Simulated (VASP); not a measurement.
Wanted: the native input for a VASP 6.6.1 run.

```yaml
Task: single point
Functional: LDA
Potentials_or_basis: VASP PAW LDA potentials, release 64 (Na_pv, Ti_sv, O)
Cutoff: 520 eV
k_mesh: 6 × 6 × 6
Occupations: fermi-dirac, width 0.1 eV
Spin: collinear spin, ferromagnetic start
Starting_moments: "[0.0, 0.5, 0.0, 0.0, 0.0] μB"
Dipole_correction: no
Further_INCAR_settings: ALGO = Normal; EDIFF = 1e-06; NBANDS = 30
```

The structure of NaTiO3 lies in POSCAR:

```
NaTiO3
1.0
    3.8108854126      0.0000000000      0.0000000000
    0.0000000000      3.8108854126      0.0000000000
    0.0000000000      0.0000000000      3.8108854126
Na Ti O
1 1 3
Direct
    0.0000000000      0.0000000000      0.0000000000
    0.5000000000      0.5000000000      0.5000000000
    0.5000000000      0.5000000000      0.0000000000
    0.0000000000      0.5000000000      0.5000000000
    0.5000000000      0.0000000000      0.5000000000
```

These files were run (other wordings do the same):

INCAR

```
SYSTEM = NaTiO3
PREC     = Accurate       ! precision mode
ENCUT    = 520            ! plane-wave cutoff, eV
EDIFF    = 1E-6           ! SCF threshold, eV
ISMEAR   = -1             ! smearing method
SIGMA    = 0.1            ! smearing width, eV
LREAL    = .FALSE.        ! projectors in reciprocal space
LASPH    = .TRUE.         ! aspherical terms in the spheres
NELM     = 150            ! most SCF steps
ALGO     = Normal         ! electronic algorithm
ISIF     = 2              ! what is computed and relaxed
LWAVE    = .FALSE.        ! write WAVECAR
LCHARG   = .TRUE.         ! write CHGCAR
ISPIN    = 2              ! spin polarisation
MAGMOM   = 0 0.5 0 0 0    ! initial moments
LORBIT   = 11             ! projections on sites
LMAXMIX  = 4              ! l up to which the mixer works
GGA      = CA             ! functional
LELF     = .TRUE.         ! ELF
LVHAR    = .TRUE.       
NBANDS   = 30             ! bands
```

KPOINTS

```
Automatic mesh
0
G
  6 6 6
  0 0 0
```

Potentials or basis: VASP PAW LDA potentials, release 64 (Na_pv, Ti_sv, O).

The run is started by

```sh
$ cat potpaw_LDA.64/Na_pv/POTCAR potpaw_LDA.64/Ti_sv/POTCAR potpaw_LDA.64/O/POTCAR > POTCAR
$ mpirun -np 1 vasp_std > vasp.out
```

Results of the run:

```
Pressure                                              : 0.7 GPa
Net moment                                            : 0.01 μB per cell
Valence electrons inside the program's atomic spheres : Na 6.01; Ti 10.48; O 4.97
```

Run time: 55 s on 1 thread of Intel(R) Xeon(R) Platinum 8259CL CPU @ 2.50GHz (Skylake/Cascade Lake), with other jobs on the host, peak memory 0.18 GiB.
